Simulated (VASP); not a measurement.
Wanted: the native input for a VASP 6.6.1 run.

```yaml
Task: single point
Functional: PBEsol
Potentials_or_basis: VASP PAW PBE potentials, release 64 (Mo_sv, S)
Cutoff: 520 eV
k_mesh: 12 × 12 × 2
Occupations: methfessel-paxton, width 0.134 eV
Spin: no spin polarisation
Dipole_correction: no
Further_INCAR_settings: ALGO = Normal; EDIFF = 1e-06; NBANDS = 35
```

The structure of MoS2 lies in POSCAR:

```
MoS2
1.0
    2.9846000000      0.0000000000      0.0000000000
   -1.4923000000      2.5847394201      0.0000000000
    0.0000000000      0.0000000000     12.0675000000
Mo S
2 4
Direct
    0.3333333333      0.6666666667      0.2500000000
    0.6666666667      0.3333333333      0.7500000000
    0.3333333333      0.6666666667      0.6259932117
    0.6666666667      0.3333333333      0.1259932117
    0.3333333333      0.6666666667      0.8740067883
    0.6666666667      0.3333333333      0.3740067883
```

The input as run:

INCAR

```
SYSTEM = MoS2
PREC = Accurate
ENCUT = 520
EDIFF = 1E-6
ISMEAR = 1
SIGMA = 0.134
LREAL = .FALSE.
LASPH = .TRUE.
NELM = 80
ALGO = Normal
ISIF = 2
LWAVE = .FALSE.
LCHARG = .FALSE.
GGA = PS
NBANDS = 35
```

KPOINTS

```
regular mesh
0
G
  12 12 2
  0 0 0
```

Potentials or basis: VASP PAW PBE potentials, release 64 (Mo_sv, S).

The run is started by

```console
$ cat potpaw_PBE.64/Mo_sv/POTCAR potpaw_PBE.64/S/POTCAR > POTCAR
$ mpirun -np 1 vasp_std > vasp.out
```

It gave:

```
Pressure               : 29.9 GPa
Largest force          : 2.801 eV/Å
Band gap on the k mesh : 0.93 eV, indirect (least direct gap 2.17 eV)
```

Caveat: the PAW data sets were made with another functional, which shifts forces and pressure a little; this functional lacks dispersion, which binds the layers, so the pressure and a relaxed spacing across them are unreliable.

It took 51 s on 1 thread of Intel(R) Xeon(R) 6975P-C (Granite Rapids) (shared host), peak memory 0.26 GiB.
